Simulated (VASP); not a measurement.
The system is SnO.

```xyz
4
Lattice="3.3550 0.0000 0.0000 0.0000 5.6741 0.0000 0.0000 0.0000 4.2220" Properties=species:S:1:pos:R:3 pbc="T T T"
Sn    0.0000    1.3159    2.1665
Sn    1.6775    4.3582    0.0555
O     0.0000    5.0570    3.1110
O     1.6775    0.6171    1.0000
```

Base run:

| Item | Value |
| --- | --- |
| Program | VASP 6.6.1 |
| Functional | PBEsol |
| Potentials or basis | VASP PAW PBE potentials, release 64 (Sn_d, O) |
| Cutoff | 520 eV |
| k mesh | 6 × 4 × 4 |
| Occupations | gaussian, width 0.01 eV |
| Spin | no spin polarisation |

Its results: band gap on the k mesh 1.58 eV, indirect (least direct gap 2.33 eV); pressure -2.9 GPa; largest force 0.351 eV/Å.

Task: The run is repeated on the same cell with these changes: k mesh from 6 × 4 × 4 to 2 × 2 × 2. What comes out?

Result: Band gap on the k mesh 1.84 eV, indirect (least direct gap 2.61 eV); pressure -2.5 GPa; largest force 0.208 eV/Å.

Caveats: some runs use coarse meshes; the PAW data sets were made with another functional, which shifts forces and pressure a little; spin-orbit coupling is left out, which moves the levels of the heavy elements.

A k mesh can miss the band edges.
